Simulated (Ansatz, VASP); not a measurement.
MoH3: VASP beside Ansatz

```
CELL_PARAMETERS angstrom
2.03952 1.17751 3.96008
-2.03952 1.17751 3.96008
0.00000 -2.35503 3.96008
ATOMIC_POSITIONS crystal
H 0.75000 0.49179 0.00821
H 0.49179 0.00821 0.75000
H 0.00821 0.75000 0.49179
H 0.25000 0.50821 0.99179
H 0.50821 0.99179 0.25000
H 0.99179 0.25000 0.50821
Mo 0.00000 0.00000 0.00000
Mo 0.50000 0.50000 0.50000
```

Alike in both runs: functional PBE; k mesh 3 × 3 × 3; occupations gaussian, width 0.15 eV; no spin polarisation.

Ansatz relaxed the structure, and its values are those at the end. VASP's run is a single point on that final structure, the one shown.

```csv
,VASP,Ansatz
version,VASP 6.6.1,Ansatz 0.2.0
potentials or method,"VASP PAW PBE potentials, release 64 (H, Mo_sv), cutoff 500 eV","scalar-relativistic, plane waves, PAW"
valence electrons in the cell,34,34
```

Ansatz gave:

- gap on the k mesh at the Fermi level (eV): none
- pressure (GPa): -0.5
- rms of the force components (eV/Å): 0.005

Q: What did VASP give for the same quantities?

A: gap on the k mesh at the Fermi level (eV): none; pressure (GPa): -0.5; rms of the force components (eV/Å): 0.007.

A gap of «none» marks a metal or a gap that the smearing closes.

The k mesh is coarse, so the values compare programs but aren't converged.
